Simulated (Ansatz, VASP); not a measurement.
SiO2 in VASP and in Ansatz

Contents of INCAR:

```
SYSTEM = SiO2
PREC     = Accurate       ! precision mode
ENCUT    = 520            ! plane-wave cutoff, eV
EDIFF    = 1E-6           ! SCF threshold, eV
ISMEAR   = 0              ! smearing method
SIGMA    = 0.05           ! smearing width, eV
LREAL    = .False.        ! projectors in reciprocal space
LASPH    = .True.         ! aspherical terms in the spheres
NELM     = 80             ! most SCF steps
ALGO     = Normal         ! electronic algorithm
ISIF     = 2              ! what is computed and relaxed
LWAVE    = .False.        ! write WAVECAR
LCHARG   = .False.        ! write CHGCAR
NBANDS   = 25             ! bands
```

KPOINTS

```
Automatic mesh
0
Gamma
  6 6 10
  0 0 0
```

File POSCAR:

```
SiO2
1.0
    3.9693150447      0.0000000000      0.0000000000
    0.0000000000      3.9693150447      0.0000000000
    0.0000000000      0.0000000000      2.6364190527
Si O
2 4
Direct
    0.5000000000      0.5000000000      0.5000000000
    0.0000000000      0.0000000000      0.0000000000
    0.6944252994      0.6944252994      0.0000000000
    0.1944252994      0.8055747006      0.5000000000
    0.3055747006      0.3055747006      0.0000000000
    0.8055747006      0.1944252994      0.5000000000
```

Input for Ansatz:

```yaml
crystal:
  lattice:
    - [3.9693150447, 0.0, 0.0]
    - [0.0, 3.9693150447, 0.0]
    - [0.0, 0.0, 2.6364190527]
  atoms:
    - { symbol: Si, position: [0.5, 0.5, 0.5] }
    - { symbol: Si, position: [0.0, 0.0, 0.0] }
    - { symbol: O, position: [0.6944252994, 0.6944252994, 0.0] }
    - { symbol: O, position: [0.1944252994, 0.8055747006, 0.5] }
    - { symbol: O, position: [0.3055747006, 0.3055747006, 0.0] }
    - { symbol: O, position: [0.8055747006, 0.1944252994, 0.5] }
basis:
  ecutwfc: 520.0
kpoints:
  mp_grid: { grid: [6, 6, 10] }
hamiltonian:
  xc: lda
  pseudopotentials: { kind: paw, azcp: { folder: soft_1 } }
scf:
  occupations: { method: gaussian, width: 0.05 }
output:
  forces: true
  stress: true
  eigenvalues: true
```

Alike in both runs: task single point; functional LDA; k mesh 6 × 6 × 10; occupations gaussian, width 0.05 eV; no spin polarisation.

|  | VASP | Ansatz |
| --- | --- | --- |
| version | VASP 6.6.1 | Ansatz 0.2.0 |
| potentials or method | VASP PAW LDA potentials, release 64 (Si, O), cutoff 520 eV | scalar-relativistic, plane waves, PAW |
| valence electrons in the cell | 32 | 32 |

Ansatz gave:

```
gap on the k mesh at the Fermi level (eV) : 6.26
least direct gap on the mesh (eV)         : 6.26
rms of the force components (eV/Å)        : 0.358
```

Which values does VASP return?

gap on the k mesh at the Fermi level (eV): 6.20; least direct gap on the mesh (eV): 6.20; rms of the force components (eV/Å): 0.369.

Ansatz warns that its potentials were made for another functional, while VASP's fit it. LDA's correlation is that of Perdew and Zunger in VASP and of Perdew and Wang (1992) in Ansatz. Atom by atom the forces differ by 0.011 eV/Å (rms over components).
